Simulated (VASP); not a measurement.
Wanted: the native input for a VASP 6.6.1 run.

```
Task                   : single point
Functional             : r2SCAN
Potentials or basis    : VASP PAW PBE potentials, release 64 (Ti_sv)
Cutoff                 : 520 eV
k mesh                 : 7 × 7 × 4
Occupations            : methfessel-paxton, width 0.1 eV
Spin                   : no spin polarisation
Dipole correction      : no
Further INCAR settings : ALGO = Normal; EDIFF = 1e-06; NBANDS = 19
```

Ti:

```xyz
2
Lattice="2.9323 0.0000 0.0000 -1.4661 2.5394 0.0000 0.0000 0.0000 4.6519" Properties=species:S:1:pos:R:3 pbc="T T T"
Ti    0.0000    1.6930    1.1630
Ti    1.4661    0.8465    3.4889
```

These files were run (other wordings do the same):

POSCAR

```
Ti
1.0
    2.9322934814      0.0000000000      0.0000000000
   -1.4661467407      2.5394406462      0.0000000000
    0.0000000000      0.0000000000      4.6519096586
Ti
2
Direct
    0.3333333333      0.6666666667      0.2500000000
    0.6666666667      0.3333333333      0.7500000000
```

INCAR.step1

```
PREC = Accurate
ENCUT = 520
ISMEAR = 1
SIGMA = 0.1
LREAL = F
LASPH = T
NELM = 100
NBANDS = 19
GGA = PE
ALGO = Normal
EDIFF = 1E-4
LWAVE = T
LCHARG = F
```

INCAR.step2

```
PREC = Accurate
ENCUT = 520
EDIFF = 1E-6
ISMEAR = 1
SIGMA = 0.1
LREAL = F
LASPH = T
NELM = 100
ALGO = Normal
ISIF = 2
LWAVE = F
LCHARG = F
METAGGA = R2SCAN
LMIXTAU = T
NBANDS = 19
ISTART = 1
```

KPOINTS

```
regular mesh
0
Gamma
  7 7 4
```

Potentials or basis: VASP PAW PBE potentials, release 64 (Ti_sv).

Command:

```sh
$ cat potpaw_PBE.64/Ti_sv/POTCAR > POTCAR
$ cp INCAR.step1 INCAR
$ mpirun -np 1 vasp_std > vasp.out
$ cp INCAR.step2 INCAR
$ mpirun -np 1 vasp_std > vasp.out
```

Results of the run:

```
Pressure               : 0.3 GPa
Band gap on the k mesh : zero (band 12 reaches 9.29 eV, above the bottom of band 13 at 8.10 eV)
```

Caveat: the PAW data sets were made with another functional, which shifts forces and pressure a little.

It took 52 s on 1 thread of Intel(R) Xeon(R) 6975P-C (Granite Rapids), on a shared host, peak memory 0.16 GiB.
